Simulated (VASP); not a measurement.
# Sb (R-3m) in VASP: further runs

The runs below take Sb through single point, with PBE.

Program: VASP 6.6.1. These are calculated values, not measurements. Logs are shortened: lines on timing, memory, paths and dates and some standing lists are left out, and cuts for length are marked.

## (1) The cell of the first run

It takes space group R-3m (No. 166, trigonal). The conventional cell has a = 4.389 Å, b = 4.389 Å, c = 11.803 Å, α = 90.00°, β = 90.00°, γ = 120.00°. Within 3.9 Å of Sb (site symmetry 3m) lie 6 Sb at 2.96 to 3.50 Å.

## (2) Single point, PBE (32.81 Å³/atom)

INCAR reads:

```
SYSTEM = Sb
ALGO = Normal
EDIFF = 1E-6
ENCUT = 520
GGA = PE
ISIF = 2
ISMEAR = 0
LASPH = .True.
LCHARG = .True.
LELF = .True.
LREAL = .False.
LVHAR = .True.
LWAVE = .False.
NBANDS = 12
NELM = 80
PREC = Accurate
SIGMA = 0.1
```

KPOINTS reads:

```
k-points
0
Gamma
  12 12 12
  0 0 0
```

POSCAR reads:

```
Sb
1.0
    2.1944585712      1.2669712468      3.9341875802
   -2.1944585712      1.2669712468      3.9341875802
    0.0000000000     -2.5339424936      3.9341875801
Sb
2
Direct
    0.2311405941      0.2311405941      0.2311405941
    0.7688594059      0.7688594059      0.7688594059
```

Potentials or basis: VASP PAW PBE potentials, release 64 (Sb).

Launch:

```console
> cat potpaw_PBE.64/Sb/POTCAR > POTCAR
> mpirun -np 1 vasp_std > vasp.out
```

OUTCAR:

```text
SYSTEM = Sb
   EDIFF = 1E-6
   ENCUT = 520
   GGA = PE
   ISIF = 2
   ISMEAR = 0
   LASPH = .True.
   LREAL = .False.
   NELM = 80
   PREC = Accurate

 ion  position               nearest neighbor table
   1  0.231  0.231  0.231-   2 2.96   2 2.96   2 2.96   2 3.50   2 3.50   2 3.50
   2  0.769  0.769  0.769-   1 2.96   1 2.96   1 2.96   1 3.50   1 3.50   1 3.50

  LATTYP: Found a trigonal (rhomboedric) cell.
 ALAT       =     4.6796043078
 COS(alpha) =     0.5601885778

  Lattice vectors:

 A1 = (   2.1944585712,   1.2669712468,   3.9341875802)
 A2 = (  -2.1944585712,   1.2669712468,   3.9341875802)
 A3 = (   0.0000000000,  -2.5339424936,   3.9341875801)

Analysis of symmetry for initial positions (statically):
=====================================================================
 Subroutine PRICEL returns:
 Original cell was already a primitive cell.

 Routine SETGRP: Setting up the symmetry group for a
 trigonal (rhombohedral) supercell.

 Subroutine GETGRP returns: Found 12 space group operations
 (whereof 12 operations were pure point group operations)
 out of a pool of 12 trial point group operations.

The static configuration has the point symmetry D_3d.

Analysis of symmetry for dynamics (positions and initial velocities):
=====================================================================
 Subroutine PRICEL returns:
 Original cell was already a primitive cell.

 Routine SETGRP: Setting up the symmetry group for a
 trigonal (rhombohedral) supercell.

 Subroutine GETGRP returns: Found 12 space group operations
 (whereof 12 operations were pure point group operations)
 out of a pool of 12 trial point group operations.

The dynamic configuration has the point symmetry D_3d.

 Subroutine INISYM returns: Found 12 space group operations
 (whereof 12 operations are pure point group operations),
 and found     1 'primitive' translations

----------------------------------------------------------------------------------------

                                     Primitive cell

  volume of cell :      65.6297

  direct lattice vectors                    reciprocal lattice vectors
     2.194458571  1.266971247  3.934187580     0.227846635  0.131547316  0.084727362
    -2.194458571  1.266971247  3.934187580    -0.227846635  0.131547316  0.084727362
     0.000000000 -2.533942494  3.934187580     0.000000000 -0.263094632  0.084727362

  length of vectors
     4.679604308  4.679604308  4.679604308     0.276400997  0.276400997  0.276400997

  position of ions in fractional coordinates (direct lattice)
     0.231140594  0.231140594  0.231140594
     0.768859406  0.768859406  0.768859406

  ion indices of the primitive-cell ions
   primitive index   ion index
                 1           1
                 2           2

----------------------------------------------------------------------------------------

 KPOINTS: k-points

Automatic generation of k-mesh.
 Grid dimensions read from file:
 generate k-points for:   12   12   12

 Generating k-lattice:

  Cartesian coordinates                     Fractional coordinates (reciprocal lattice)
     0.018987220  0.010962276  0.007060613     0.083333333  0.000000000  0.000000000
    -0.018987220  0.010962276  0.007060613     0.000000000  0.083333333  0.000000000
     0.000000000 -0.021924553  0.007060613    -0.000000000 -0.000000000  0.083333333

  Length of vectors
     0.023033416  0.023033416  0.023033416

  Shift w.r.t. Gamma in fractional coordinates (k-lattice)
     0.000000000  0.000000000  0.000000000

 Subroutine IBZKPT returns following result:
 ===========================================

 Found    189 irreducible k-points:

 Following reciprocal coordinates:
            Coordinates               Weight
  0.000000  0.000000  0.000000      1.000000
  0.083333 -0.000000 -0.000000      6.000000
  0.166667  0.000000  0.000000      6.000000
  0.250000  0.000000  0.000000      6.000000
  0.333333  0.000000 -0.000000      6.000000
  0.416667 -0.000000  0.000000      6.000000
[... 16 lines left out ...]
  0.500000  0.166667  0.000000     12.000000
 -0.416667  0.166667  0.000000     12.000000
 [... further k-points ...]
   k-points           NKPTS =    189   k-points in BZ     NKDIM =    189   number of bands    NBANDS=     12
   number of dos      NEDOS =    301   number of ions     NIONS =      2
   total plane-waves  NPLWV =  46656
   dimension x,y,z NGX =    36 NGY =   36 NGZ =   36
   dimension x,y,z NGXF=    72 NGYF=   72 NGZF=   72
   ions per type =               2
   NGX,Y,Z   is equivalent  to a cutoff of  12.79, 12.79, 12.79 a.u.
   NGXF,Y,Z  is equivalent  to a cutoff of  25.58, 25.58, 25.58 a.u.
 SYSTEM =  Sb
   PREC   = accura    normal or accurate (medium, high low for compatibility)
   ISTART =      0    job   : 0-new  1-cont  2-samecut
   ICHARG =      2    charge: 1-file 2-atom 10-const
   ISPIN  =      1    spin polarized calculation?
   LNONCOLLINEAR =      F non collinear calculations
   LSORBIT =      F    spin-orbit coupling
   LASPH  =      T    aspherical Exc in radial PAW
   ENCUT  =  520.0 eV  38.22 Ry    6.18 a.u.   8.70  8.70  8.70*2*pi/ulx,y,z
   NELM   =     80;   NELMIN=  2; NELMDL= -5     # of ELM steps
   EDIFF  = 0.1E-05   stopping-criterion for ELM
   LREAL  =      F    real-space projection
   EDIFFG = 0.1E-04   stopping-criterion for IOM
   NSW    =      0    number of steps for IOM
   IBRION =     -1    ionic relax: 0-MD 1-quasi-New 2-CG
   NFREE  =      0    steps in history (QN), initial steepest desc. (CG)
   ISIF   =      2    stress and relaxation
   ISYM   =      2    0-nonsym 1-usesym 2-fastsym
   POTIM  = 0.5000    time-step for ionic-motion
   TEBEG  =    0.0;   TEEND  =   0.0 temperature during run
   PSTRESS=    0.0 pullay stress
   NELECT =      10.0000    total number of electrons
   NUPDOWN=      -1.0000    fix difference up-down
   EMIN   =  10.00;   EMAX   =-10.00  energy-range for DOS
   EFERMI =   0.00;   METHOD = LEGACY
   ISMEAR =     0;   SIGMA  =   0.10  broadening in eV -4-tet -1-fermi 0-gaus
   EFERMI_NEDOS =   21; number of points for ismear=-14 and -15
   IALGO  =     38    algorithm
   IMIX   =      4    mixing-type and parameters
     AMIX     =   0.40;   BMIX     =  1.00
     AMIX_MAG =   1.60;   BMIX_MAG =  1.00
  volume/ion in A,a.u.               =      32.81       221.45
  Fermi-wavevector in a.u.,A,eV,Ry     =   0.874396  1.652368 10.402577  0.764568
  Thomas-Fermi vector in A             =   1.993921
   LORBIT       =      0    0 simple, 1 ext, 2 COOP (PROOUT), +10 PAW based schemes
   GGA     = PE    functional components
   LHFCALC =     F    Hartree Fock is set to
   AEXX    =    0.0000 exact exchange contribution
   IVDW    =     0    specifies the selected vdW correction
   LEPSILON=     F    determine dielectric tensor
   LRPA    =     F    only Hartree local field effects (RPA)
 non-spin polarized calculation
 Gauss-broadening in eV      SIGMA  =   0.10
  energy-cutoff  :      520.00
  volume of cell :       65.63
 maximum number of plane-waves:      1786
   NGX = 17   NGY = 17   NGZ = 17

 number of electron      10.0000000 magnetization

 Free energy of the ion-electron system (eV)
  ---------------------------------------------------
  ext. energy  EPLUGINS =         0.00000000
  ---------------------------------------------------
  free energy    TOTEN  =        -8.26925359 eV

  energy without entropy =       -8.26835838  energy(sigma->0) =       -8.26880598

 E-fermi :   6.2517     XC(G=0):  -9.1632

 val. band max:        6.2389700542   @ k =   0.4167   0.0833   0.0833
 cond. band min:       6.4385800702   @ k =   0.4167  -0.0000   0.0000
 fundamental gap:      0.1996100160
 Fermi energy:         6.2516875008

 k-point     1 :       0.0000    0.0000    0.0000
  band No.  band energies     occupation
      1      -5.8736      2.00000
      2       1.0899      2.00000
      3       4.3469      2.00000
      4       4.6768      2.00000
      5       4.6768      2.00000
      6       8.0938      0.00000
      7       8.7858      0.00000
      8       8.7858      0.00000
      9      11.6096      0.00000
     10      11.6096      0.00000
     11      11.7278      0.00000
     12      13.0560      0.00000

 k-point     2 :       0.0833   -0.0000   -0.0000
  band No.  band energies     occupation
      1      -5.8026      2.00000
      2       0.8362      2.00000
      3       4.3827      2.00000
      4       4.6485      2.00000
      5       4.7080      2.00000
      6       8.1181      0.00000
      7       8.5874      0.00000
      8       8.6568      0.00000
      9      11.2165      0.00000
     10      11.5157      0.00000
     11      11.5947      0.00000
     12      13.5417      0.00000

 k-point     3 :       0.1667    0.0000    0.0000
  band No.  band energies     occupation
      1      -5.5906      2.00000
      2       0.1892      2.00000
      3       4.3744      2.00000
      4       4.5775      2.00000
      5       4.8808      2.00000
      6       7.9210      0.00000
      7       8.1967      0.00000
      8       8.3050      0.00000
      9      10.9551      0.00000
     10      11.4138      0.00000
     11      11.8219      0.00000
     12      14.5991      0.00000
[... 286 lines left out ...]
 k-point    23 :       0.5000    0.1667    0.0000
  band No.  band energies     occupation
      1      -3.8590      2.00000
      2      -2.5380      2.00000
      3       2.9747      2.00000
      4       3.7967      2.00000
      5       4.6263      2.00000
      6       7.6846      0.00000
      7       7.8001      0.00000
      8       8.9040      0.00000
      9      11.9108      0.00000
     10      13.9135      0.00000
     11      14.6791      0.00000
     12      15.2509      0.00000

 k-point    24 :      -0.4167    0.1667    0.0000
  band No.  band energies     occupation
      1      -3.5978      2.00000
      2      -2.8505      2.00000
      3       2.8353      2.00000
      4       4.0944      2.00000
      5       4.7505      2.00000
      6       7.2473      0.00000
      7       7.4512      0.00000
      8       9.1724      0.00000
      9      12.6685      0.00000
     10      13.3419      0.00000
     11      13.9313      0.00000
     12      15.7681      0.00000

 [... further k-points ...]

------------------------ aborting loop because EDIFF is reached ----------------------------------------

  FORCE on cell =-STRESS in cart. coord.  units (eV):
  Direction    XX          YY          ZZ          XY          YZ          ZX
  --------------------------------------------------------------------------------------
  -------------------------------------------------------------------------------------
  Total       -0.2873402     -0.2873402     -0.3325498      0.0000000     -0.0000000      0.0000000
  in kB       -7.0146586     -7.0146586     -8.1183316      0.0000000     -0.0000000      0.0000000
  external PRESSURE =      -7.3825496 kB  Pullay stress =       0.0000000 kB

 VOLUME and BASIS-vectors are now :
 -----------------------------------------------------------------------------
  energy-cutoff  :      520.00
  volume of cell :       65.63
      direct lattice vectors                 reciprocal lattice vectors
     2.194458571  1.266971247  3.934187580     0.227846635  0.131547316  0.084727362
    -2.194458571  1.266971247  3.934187580    -0.227846635  0.131547316  0.084727362
     0.000000000 -2.533942494  3.934187580     0.000000000 -0.263094632  0.084727362

 POSITION                                       TOTAL-FORCE (eV/Angst)
 -----------------------------------------------------------------------------------
      0.00000      0.00000      2.72805         0.000000     -0.000000      0.031676
      0.00000      0.00000      9.07451         0.000000      0.000000     -0.031676
 -----------------------------------------------------------------------------------
    total drift:                               -0.000000     -0.000000     -0.000000

  FREE ENERGIE OF THE ION-ELECTRON SYSTEM (eV)
  ---------------------------------------------------
  free  energy   TOTEN  =        -8.2692535859 eV

  energy  without entropy=       -8.2683583753  energy(sigma->0) =       -8.26880598
```

Run time: 2.9 min. Hardware: 1 thread of Intel Xeon 8259CL, shared host; peak memory 0.29 GiB.

What came out:

* Free energy: -8.2693 eV
* Pressure: -0.7 GPa
* Largest force: 0.032 eV/Å
* Band gap on the k mesh: zero (bands 5 and 6 overlap by 0.15 eV)

Forces in eV/Å, atoms in the order of the input:
```
Sb   0.000  0.000  0.032
Sb   0.000  0.000 -0.032
```

Levels at points of the mesh, in eV from the Fermi level:
```csv
k point,band 3,band 4,band 5,band 6,band 7,band 8
"(0.00, 0.00, 0.00)",-1.90,-1.57,-1.57,1.84,2.53,2.53
"(0.50, 0.00, 0.00)",-1.88,-1.85,-0.23,-0.18,0.31,0.85
"(0.50, 0.50, 0.00)",-4.85,-3.34,-3.24,1.70,4.53,5.34
"(0.50, 0.50, 0.50)",-1.19,-1.19,-0.52,0.46,0.46,1.22
```

Caveat: spin-orbit coupling is left out, which moves the levels of the heavy elements.

(Part 1 of 2 ends here.)

The gap in the log of VASP goes by the Fermi energy; the results here count the filled bands.